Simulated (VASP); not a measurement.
Input of a VASP 6.6.1 run:

POSCAR

```
Si
1.0
    0.0000000000      2.7084948146      2.7221053413
    2.7357158680      0.0000000000      2.7221053413
    2.7357158680      2.7084948146      0.0000000000
Si
2
Direct
    0.5000000000      0.5000000000      0.5000000000
    0.7500000000      0.7500000000      0.7500000000
```

Contents of INCAR.step1:

```
PREC     = Accurate       # precision mode
ENCUT    = 520            # plane-wave cutoff, eV
ISMEAR   = 0              # smearing method
SIGMA    = 0.05           # smearing width, eV
LREAL    = False          # projectors in reciprocal space
LASPH    = True           # aspherical terms in the spheres
NELM     = 60             # most SCF steps
NBANDS   = 11             # bands
GGA      = PE             # functional
ALGO     = Normal         # electronic algorithm
EDIFF    = 1E-4           # SCF threshold, eV
LWAVE    = True           # write WAVECAR
LCHARG   = False          # write CHGCAR
```

INCAR.step2

```
PREC     = Accurate       # precision mode
ENCUT    = 520            # plane-wave cutoff, eV
EDIFF    = 1E-6           # SCF threshold, eV
ISMEAR   = 0              # smearing method
SIGMA    = 0.05           # smearing width, eV
LREAL    = False          # projectors in reciprocal space
LASPH    = True           # aspherical terms in the spheres
NELM     = 60             # most SCF steps
ALGO     = Normal         # electronic algorithm
ISIF     = 2              # what is computed and relaxed
LWAVE    = False          # write WAVECAR
LCHARG   = True           # write CHGCAR
METAGGA  = R2SCAN         # meta-GGA
LMIXTAU  = True         
LELF     = True           # ELF
LVHAR    = True         
NBANDS   = 11             # bands
ISTART   = 1
```

Contents of KPOINTS:

```
Automatic mesh
0
Gamma
  8 8 8
```

Potentials or basis: VASP PAW PBE potentials, release 64 (Si).

Command:

```sh
$ cat potpaw_PBE.64/Si/POTCAR > POTCAR
$ cp INCAR.step1 INCAR
$ mpirun -np 1 vasp_std > vasp.out
$ cp INCAR.step2 INCAR
$ mpirun -np 1 vasp_std > vasp.out
```

(1) Predict the band gap on the k mesh.

(2) Estimate the pressure.

## Answers

(1) 0.74 eV (least direct gap 2.70 eV).

(2) -0.2 GPa.

Caveat: the cell differs from its parent crystal (strain +0.0050 x Voigt [1, -1, 0, 0, 0, 0]); the PAW data sets were made with another functional, which shifts forces and pressure a little.
